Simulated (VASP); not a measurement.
Crystal: HPbNO4.

```
H Pb N O
1.0
     6.85877    0.00000    0.00000
     0.00000    4.22865    0.00000
    -3.39101    0.00000    7.27459
H Pb N O
2 2 2 8
Direct
  0.22549 0.75000 0.50730
  0.77451 0.25000 0.49270
  0.30229 0.25000 0.28494
  0.69771 0.75000 0.71506
  0.21484 0.75000 0.83567
  0.78516 0.25000 0.16433
  0.33078 0.75000 0.45338
  0.40909 0.75000 0.86901
  0.15508 0.75000 0.96537
  0.07083 0.75000 0.66955
  0.66922 0.25000 0.54661
  0.59091 0.25000 0.13099
  0.84492 0.25000 0.03463
  0.92917 0.25000 0.33045
```

Base run:

- Program: VASP 6.6.1
- Functional: PBEsol
- Potentials or basis: VASP PAW PBE potentials, release 64 (H, Pb_d, N, O)
- Cutoff: 520 eV
- k mesh: 5 × 6 × 4
- Occupations: fermi-dirac, width 0.05 eV
- Spin: no spin polarisation

Its results: band gap on the k mesh 3.05 eV (least direct gap 3.23 eV); pressure -2.0 GPa; largest force 0.406 eV/Å.

**Question.** The run is repeated on the same cell with these changes: functional from PBEsol to PBE-based screened hybrid with 25 % exact exchange; k mesh from 5 × 6 × 4 to 2 × 3 × 2. What comes out?

**Answer.** Band gap on the k mesh 4.19 eV (least direct gap 4.56 eV); pressure -3.1 GPa; largest force 1.002 eV/Å.

Several settings changed at once.

Caveats: some runs use coarse meshes; the standard files for N, O and F lose accuracy on very short bonds; the PAW data sets were made with another functional, which shifts forces and pressure a little; spin-orbit coupling is left out, which moves the levels of the heavy elements; an odd mesh through Γ misses points on the zone boundary, where band edges can lie.
